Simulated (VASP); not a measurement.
# WS4 in VASP: single point with PBE

Aim: the single point of WS4 with PBE.

All numbers are computed with VASP 6.6.1; they aren't measurements. Logs are shortened: lines on timing, memory, paths and dates and some standing lists are left out, and cuts for length are marked.

## (1) The cell of the first run

The cell holds a slab with vacuum, 5 atoms: a = 3.184 Å, b = 3.184 Å, c = 45.782 Å, α = 90.00°, β = 90.00°, γ = 120.00°.

## (2) Single point, PBE

INCAR reads:

```
PREC = Accurate ; ENCUT = 520
EDIFF = 1E-6 ; ISMEAR = -1
SIGMA = 0.05 ; LREAL = F
LASPH = T ; NELM = 60
ALGO = Normal ; ISIF = 2
LWAVE = F ; LCHARG = F
LDIPOL = T ; IDIPOL = 3
DIPOL = 0.5 0.5 0.500 ; GGA = PE
NBANDS = 27
```

KPOINTS reads:

```
Automatic mesh
0
Gamma
  10 10 1
```

POSCAR reads:

```
WS4
1.0
    3.1835163551      0.0000000000      0.0000000000
   -1.5917581776      2.7570060369      0.0000000000
    0.0000000000      0.0000000000     45.7822321587
S W
4 1
Direct
    0.6666666700      0.3333333400      0.1638190111
    0.6666666700      0.3333333400      0.4659374011
    0.6666666700      0.3333333400      0.5340625989
    0.6666666700      0.3333333400      0.8361809889
    0.3333333300      0.6666666600      0.5000000000
```

Potentials or basis: VASP PAW PBE potentials, release 64 (S, W_sv).

Launch:

```console
cat potpaw_PBE.64/S/POTCAR potpaw_PBE.64/W_sv/POTCAR > POTCAR
mpirun -np 1 vasp_std > vasp.out
```

OUTCAR:

```text
PREC = Accurate
   ENCUT = 520
   EDIFF = 1E-6
   ISMEAR = -1
   LREAL = F
   LASPH = T
   NELM = 60
   ISIF = 2
   GGA = PE

 ion  position               nearest neighbor table
   1  0.667  0.333  0.164-
   2  0.667  0.333  0.466-   5 2.41   5 2.41   5 2.41
   3  0.667  0.333  0.534-   5 2.41   5 2.41   5 2.41
   4  0.667  0.333  0.836-
   5  0.333  0.667  0.500-   2 2.41   3 2.41   2 2.41   3 2.41   2 2.41   3 2.41

  LATTYP: Found a hexagonal cell.
 ALAT       =     3.1835163551
 C/A-ratio  =    14.3810262150

  Lattice vectors:

 A1 = (   3.1835163551,   0.0000000000,   0.0000000000)
 A2 = (  -1.5917581776,   2.7570060369,   0.0000000000)
 A3 = (   0.0000000000,   0.0000000000,  45.7822321587)

Analysis of symmetry for initial positions (statically):
=====================================================================
 Subroutine PRICEL returns:
 Original cell was already a primitive cell.

 Routine SETGRP: Setting up the symmetry group for a
 hexagonal supercell.

 Subroutine GETGRP returns: Found 12 space group operations
 (whereof 12 operations were pure point group operations)
 out of a pool of 24 trial point group operations.

The static configuration has the point symmetry D_3h.

Analysis of symmetry for dynamics (positions and initial velocities):
=====================================================================
 Subroutine PRICEL returns:
 Original cell was already a primitive cell.

 Routine SETGRP: Setting up the symmetry group for a
 hexagonal supercell.

 Subroutine GETGRP returns: Found 12 space group operations
 (whereof 12 operations were pure point group operations)
 out of a pool of 24 trial point group operations.

The dynamic configuration has the point symmetry D_3h.

 Subroutine INISYM returns: Found 12 space group operations
 (whereof 12 operations are pure point group operations),
 and found     1 'primitive' translations

----------------------------------------------------------------------------------------

                                     Primitive cell

  volume of cell :     401.8295

  direct lattice vectors                    reciprocal lattice vectors
     3.183516355  0.000000000  0.000000000     0.314118066  0.181356150  0.000000000
    -1.591758178  2.757006037  0.000000000     0.000000000  0.362712300  0.000000000
     0.000000000  0.000000000 45.782232159     0.000000000  0.000000000  0.021842535

  length of vectors
     3.183516355  3.183516355 45.782232159     0.362712300  0.362712300  0.021842535

  position of ions in fractional coordinates (direct lattice)
     0.666666670  0.333333340  0.163819011
     0.666666670  0.333333340  0.465937401
     0.666666670  0.333333340  0.534062599
     0.666666670  0.333333340  0.836180989
     0.333333330  0.666666660  0.500000000

  ion indices of the primitive-cell ions
   primitive index   ion index
                 1           1
                 2           2
                 3           3
                 4           4
                 5           5

----------------------------------------------------------------------------------------

 KPOINTS: Automatic mesh

Automatic generation of k-mesh.
 Grid dimensions read from file:
 generate k-points for:   10   10    1

 Generating k-lattice:

  Cartesian coordinates                     Fractional coordinates (reciprocal lattice)
     0.031411807  0.018135615  0.000000000     0.100000000  0.000000000  0.000000000
     0.000000000  0.036271230  0.000000000     0.000000000  0.100000000  0.000000000
     0.000000000  0.000000000  0.021842535     0.000000000  0.000000000  1.000000000

  Length of vectors
     0.036271230  0.036271230  0.021842535

  Shift w.r.t. Gamma in fractional coordinates (k-lattice)
     0.000000000  0.000000000  0.000000000

 Subroutine IBZKPT returns following result:
 ===========================================

 Found     14 irreducible k-points:

 Following reciprocal coordinates:
            Coordinates               Weight
  0.000000  0.000000  0.000000      1.000000
  0.100000  0.000000  0.000000      6.000000
  0.200000  0.000000  0.000000      6.000000
  0.300000 -0.000000  0.000000      6.000000
  0.400000  0.000000  0.000000      6.000000
  0.500000  0.000000  0.000000      3.000000
  0.100000  0.100000  0.000000      6.000000
  0.200000  0.100000  0.000000     12.000000
  0.300000  0.100000  0.000000     12.000000
  0.400000  0.100000  0.000000     12.000000
  0.200000  0.200000  0.000000      6.000000
  0.300000  0.200000  0.000000     12.000000
  0.400000  0.200000  0.000000      6.000000
  0.300000  0.300000  0.000000      6.000000
   k-points           NKPTS =     14   k-points in BZ     NKDIM =     14   number of bands    NBANDS=     27
   number of dos      NEDOS =    301   number of ions     NIONS =      5
   total plane-waves  NPLWV = 201600
   dimension x,y,z NGX =    24 NGY =   24 NGZ =  350
   dimension x,y,z NGXF=    48 NGYF=   48 NGZF=  700
   ions per type =               4   1
   NGX,Y,Z   is equivalent  to a cutoff of  12.53, 12.53, 12.71 a.u.
   NGXF,Y,Z  is equivalent  to a cutoff of  25.07, 25.07, 25.42 a.u.
 SYSTEM =  unknown system
   PREC   = accura    normal or accurate (medium, high low for compatibility)
   ISTART =      0    job   : 0-new  1-cont  2-samecut
   ICHARG =      2    charge: 1-file 2-atom 10-const
   ISPIN  =      1    spin polarized calculation?
   LNONCOLLINEAR =      F non collinear calculations
   LSORBIT =      F    spin-orbit coupling
   LASPH  =      T    aspherical Exc in radial PAW
   ENCUT  =  520.0 eV  38.22 Ry    6.18 a.u.   5.92  5.92 85.12*2*pi/ulx,y,z
   NELM   =     60;   NELMIN=  2; NELMDL= -5     # of ELM steps
   EDIFF  = 0.1E-05   stopping-criterion for ELM
   LREAL  =      F    real-space projection
   EDIFFG = 0.1E-04   stopping-criterion for IOM
   NSW    =      0    number of steps for IOM
   IBRION =     -1    ionic relax: 0-MD 1-quasi-New 2-CG
   NFREE  =      0    steps in history (QN), initial steepest desc. (CG)
   ISIF   =      2    stress and relaxation
   ISYM   =      2    0-nonsym 1-usesym 2-fastsym
   POTIM  = 0.5000    time-step for ionic-motion
   TEBEG  =    0.0;   TEEND  =   0.0 temperature during run
   PSTRESS=    0.0 pullay stress
   NELECT =      38.0000    total number of electrons
   NUPDOWN=      -1.0000    fix difference up-down
   EMIN   =  10.00;   EMAX   =-10.00  energy-range for DOS
   EFERMI =   0.00;   METHOD = LEGACY
   ISMEAR =    -1;   SIGMA  =   0.05  broadening in eV -4-tet -1-fermi 0-gaus
   EFERMI_NEDOS =   21; number of points for ismear=-14 and -15
   IALGO  =     38    algorithm
   IMIX   =      4    mixing-type and parameters
     AMIX     =   0.40;   BMIX     =  1.00
     AMIX_MAG =   1.60;   BMIX_MAG =  1.00
  volume/ion in A,a.u.               =      80.37       542.34
  Fermi-wavevector in a.u.,A,eV,Ry     =   0.745857  1.409465  7.568953  0.556302
  Thomas-Fermi vector in A             =   1.841542
   LORBIT       =      0    0 simple, 1 ext, 2 COOP (PROOUT), +10 PAW based schemes
   GGA     = PE    functional components
   LHFCALC =     F    Hartree Fock is set to
   AEXX    =    0.0000 exact exchange contribution
   IVDW    =     0    specifies the selected vdW correction
   LEPSILON=     F    determine dielectric tensor
   LRPA    =     F    only Hartree local field effects (RPA)
 non-spin polarized calculation
  energy-cutoff  :      520.00
  volume of cell :      401.83
 maximum number of plane-waves:     10880
 NGX is ok and might be reduce to    24
   NGX = 11   NGY = 11   NGZ =171

 dipolmoment           0.000000      0.000000      0.000000 electrons x Angstroem

 number of electron      38.0000004 magnetization

 dipolmoment           0.000000      0.000000     -0.000000 electrons x Angstroem

 Free energy of the ion-electron system (eV)
  ---------------------------------------------------
  ext. energy  EPLUGINS =         0.00000000
  ---------------------------------------------------
  free energy    TOTEN  =       -27.81575063 eV

  energy without entropy =      -27.76464906  energy(sigma->0) =      -27.79019984

 E-fermi :  -3.7817     XC(G=0):  -3.2993

 val. band max:       -3.7829706613   @ k =   0.2000   0.2000   0.0000
 cond. band min:      -3.7257656883   @ k =   0.4000   0.2000   0.0000
 fundamental gap:      0.0572049731
 Fermi energy:        -3.7816583109

 k-point     1 :       0.0000    0.0000    0.0000
  band No.  band energies     occupation
      1     -77.8676      2.00000
      2     -42.1060      2.00000
      3     -41.9581      2.00000
      4     -41.9581      2.00000
      5     -18.6164      2.00000
      6     -16.9485      2.00000
[... 19 lines left out ...]
     26       1.2455      0.00000
     27       1.8153      0.00000

 k-point     2 :       0.1000    0.0000    0.0000
  band No.  band energies     occupation
      1     -77.8660      2.00000
      2     -42.1001      2.00000
      3     -41.9906      2.00000
      4     -41.9657      2.00000
      5     -18.4525      2.00000
      6     -16.8900      2.00000
[... 19 lines left out ...]
     26       1.7420      0.00000
     27       2.0107      0.00000

 k-point     3 :       0.2000    0.0000    0.0000
  band No.  band energies     occupation
      1     -77.8618      2.00000
      2     -42.0848      2.00000
      3     -42.0746      2.00000
      4     -41.9853      2.00000
      5     -17.9972      2.00000
      6     -16.7282      2.00000
[... 294 lines left out ...]
      1     -77.8497      2.00000
      2     -42.2510      2.00000
      3     -42.1076      2.00000
      4     -42.0399      2.00000
      5     -16.3104      2.00000
      6     -16.1254      2.00000
[... 19 lines left out ...]
     26       2.1465      0.00000
     27       4.4989      0.00000

 k-point    14 :       0.3000    0.3000    0.0000
  band No.  band energies     occupation
      1     -77.8492      2.00000
      2     -42.2209      2.00000
      3     -42.1503      2.00000
      4     -42.0381      2.00000
      5     -16.2362      2.00000
      6     -16.0854      2.00000
[... 19 lines left out ...]
     26       2.7863      0.00000
     27       3.5762      0.00000

------------------------ aborting loop because EDIFF is reached ----------------------------------------

 vacuum level on the upper side and lower side of the slab       (xc-potential included)        -0.207        -0.207

  FORCE on cell =-STRESS in cart. coord.  units (eV):
  Direction    XX          YY          ZZ          XY          YZ          ZX
  --------------------------------------------------------------------------------------
  -------------------------------------------------------------------------------------
  Total       -6.0829767     -6.0829767      0.7517188      0.0000000      0.0000000      0.0000000
  in kB      -24.2540890    -24.2540890      2.9972586      0.0000000      0.0000000      0.0000000
  external PRESSURE =     -15.1703065 kB  Pullay stress =       0.0000000 kB

 VOLUME and BASIS-vectors are now :
 -----------------------------------------------------------------------------
  energy-cutoff  :      520.00
  volume of cell :      401.83
      direct lattice vectors                 reciprocal lattice vectors
     3.183516355  0.000000000  0.000000000     0.314118066  0.181356150  0.000000000
    -1.591758178  2.757006037  0.000000000     0.000000000  0.362712300  0.000000000
     0.000000000  0.000000000 45.782232159     0.000000000  0.000000000  0.021842535

 POSITION                                       TOTAL-FORCE (eV/Angst)
 -----------------------------------------------------------------------------------
      1.59176      0.91900      7.50000         0.000000     -0.000000      0.000253
      1.59176      0.91900     21.33165         0.000000      0.000000     -0.251757
      1.59176      0.91900     24.45058         0.000000      0.000000      0.251757
      1.59176      0.91900     38.28223         0.000000     -0.000000     -0.000253
     -0.00000      1.83800     22.89112        -0.000000     -0.000000      0.000000
 -----------------------------------------------------------------------------------
    total drift:                               -0.000000     -0.000019     -0.000000

  FREE ENERGIE OF THE ION-ELECTRON SYSTEM (eV)
  ---------------------------------------------------
  free  energy   TOTEN  =       -27.8157506329 eV

  energy  without entropy=      -27.7646490562  energy(sigma->0) =      -27.79019984

 vacuum level on the upper side and lower side of the slab         3.077         3.077
```

Wall time 7.8 min (1 thread of AMD EPYC 7R13 (Zen 3), shared host); peak memory 0.49 GiB.

Results:

```yaml
Free_energy: -27.8158 eV
Largest_force: 0.252 eV/Å
Band_gap_on_the_k_mesh: zero (band 19 reaches -2.04 eV, above the bottom of band 20 at -3.87 eV)
```

Forces on the atoms (eV/Å):
```
S    0.000  0.000  0.000
S    0.000  0.000 -0.252
S    0.000  0.000  0.252
S    0.000  0.000  0.000
W    0.000  0.000  0.000
```

Levels at points of the mesh, in eV from the Fermi level:
```
           k point  band 15  band 16  band 17  band 18  band 19  band 20  band 21  band 22  band 23  band 24
(0.00, 0.00, 0.00)    -1.54    -1.54    -0.06     1.75     1.75     1.75     1.75     2.83     2.83     3.01
(0.50, 0.00, 0.00)    -2.16    -1.36    -0.98    -0.07    -0.07     0.60     0.60     2.78     3.25     4.03
```

Caveat: spin-orbit coupling is left out, which moves the levels of the heavy elements.
